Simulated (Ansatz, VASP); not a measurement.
**One calculation of CO2, two programs**

```xyz
12
Lattice="5.6200 0.0000 0.0000 0.0000 5.6200 0.0000 0.0000 0.0000 5.6200" Properties=species:S:1:pos:R:3 pbc="T T T"
C     0.0000    0.0000    0.0000
C     2.8100    0.0000    2.8100
C     2.8100    2.8100    0.0000
C     0.0000    2.8100    2.8100
O     0.6745    0.6745    0.6745
O     2.1355    4.9455    3.4845
O     3.4845    2.1355    4.9455
O     4.9455    3.4845    2.1355
O     4.9455    4.9455    4.9455
O     3.4845    0.6745    2.1355
O     2.1355    3.4845    0.6745
O     0.6745    2.1355    3.4845
```

Alike in both runs: task electric field gradients; functional r2SCAN; k mesh 4 × 4 × 4; occupations fermi-dirac, width 0.02 eV; no spin polarisation.

|  | VASP | Ansatz |
| --- | --- | --- |
| version | VASP 6.6.1 | Ansatz 0.2.0 |
| potentials or method | VASP PAW PBE potentials, release 64 (C, O) | plane-wave PAW, scalar-relativistic |
| plane-wave cutoff (eV) | 580 | 500 |
| valence electrons in the cell | 64 | 64 |

```tsv
	VASP	Ansatz	Ansatz less VASP
gap on the k mesh at the Fermi level (eV)	7.40	7.43	+0.024
pressure (GPa)	-0.9	-2.6	-1.67
rms of the force components (eV/Å)	0.053	0.406	+0.3532
size of Vzz on the site where it differs most (V/Å²)	57.0	32.9	-24.08
```

VASP's potentials were made for PBE, not for r2SCAN. Atom by atom the forces differ by 0.353 eV/Å (rms over components). One of these differences is far larger than is usual between the two programs; its cause wasn't traced.

Noted on VASP's run: the standard files for N, O and F lose accuracy on very short bonds.
